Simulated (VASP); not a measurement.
Input of a VASP 6.6.1 run:

File INCAR:

```
SYSTEM = MgS
ALGO = Normal ; EDIFF = 1E-6
ENCUT = 520 ; GGA = RP
ISIF = 2 ; ISMEAR = 0
LASPH = .True. ; LCHARG = .True.
LELF = .True. ; LREAL = .False.
LVHAR = .True. ; LWAVE = .False.
NBANDS = 11 ; NELM = 80
PREC = Accurate ; SIGMA = 0.1
```

KPOINTS

```
k-points
0
Gamma
  9 9 9
  0 0 0
```

Contents of POSCAR:

```
MgS
1.0
    0.0000000000      2.6016500000      2.6016500000
    2.6016500000      0.0000000000      2.6016500000
    2.6016500000      2.6016500000      0.0000000000
S Mg
1 1
Direct
    0.5000000000      0.5000000000      0.5000000000
    0.0000000000      0.0000000000      0.0000000000
```

Potentials or basis: VASP PAW PBE potentials, release 64 (S, Mg).

Launch:

```bash
$ cat potpaw_PBE.64/S/POTCAR potpaw_PBE.64/Mg/POTCAR > POTCAR
$ mpirun -np 1 vasp_std > vasp.out
```

Task: Estimate the pressure.

Result: 3.0 GPa.

Task: What does it give for the band gap on the k mesh?

Result: 3.04 eV, indirect (least direct gap 3.87 eV).

Caveat: the PAW data sets were made with another functional, which shifts forces and pressure a little. A k mesh can miss the band edges.
